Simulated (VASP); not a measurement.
Write the native input for VASP 6.6.1 that does the following.

* Task: single point
* Functional: PBE
* Potentials or basis: VASP PAW PBE potentials, release 64 (Mg, S)
* Cutoff: 520 eV
* k mesh: 8 × 8 × 8
* Occupations: fermi-dirac, width 0.02 eV
* Spin: no spin polarisation
* Dipole correction: no
* Further INCAR settings: ALGO = Normal; EDIFF = 1e-06; NBANDS = 11

The structure of MgS lies in POSCAR:

```
MgS
1.0
    0.0000000000      2.6148576572      2.6148576572
    2.6148576572      0.0000000000      2.6148576572
    2.6148576572      2.6148576572      0.0000000000
Mg S
1 1
Direct
    0.0000000000      0.0000000000      0.0000000000
    0.5000000000      0.5000000000      0.5000000000
```

These files were run (other wordings do the same):

INCAR

```
SYSTEM = MgS
PREC     = Accurate       ! precision mode
ENCUT    = 520            ! plane-wave cutoff, eV
EDIFF    = 1E-6           ! SCF threshold, eV
ISMEAR   = -1             ! smearing method
SIGMA    = 0.02           ! smearing width, eV
LREAL    = .False.        ! projectors in reciprocal space
LASPH    = .True.         ! aspherical terms in the spheres
NELM     = 100            ! most SCF steps
ALGO     = Normal         ! electronic algorithm
ISIF     = 2              ! what is computed and relaxed
LWAVE    = .False.        ! write WAVECAR
LCHARG   = .False.        ! write CHGCAR
GGA      = PE             ! functional
NBANDS   = 11             ! bands
```

KPOINTS

```
regular mesh
0
Gamma
  8 8 8
  0 0 0
```

Potentials or basis: VASP PAW PBE potentials, release 64 (Mg, S).

Command:

```console
$ cat potpaw_PBE.64/Mg/POTCAR potpaw_PBE.64/S/POTCAR > POTCAR
$ mpirun -np 1 vasp_std > vasp.out
```

Results of the run:

| Item | Value |
| --- | --- |
| Pressure | -0.3 GPa |
| Band gap on the k mesh | 2.74 eV (least direct gap 3.59 eV) |

Wall time 16 s on 1 thread of Intel Xeon 8259CL, on a shared host, peak memory 0.16 GiB.
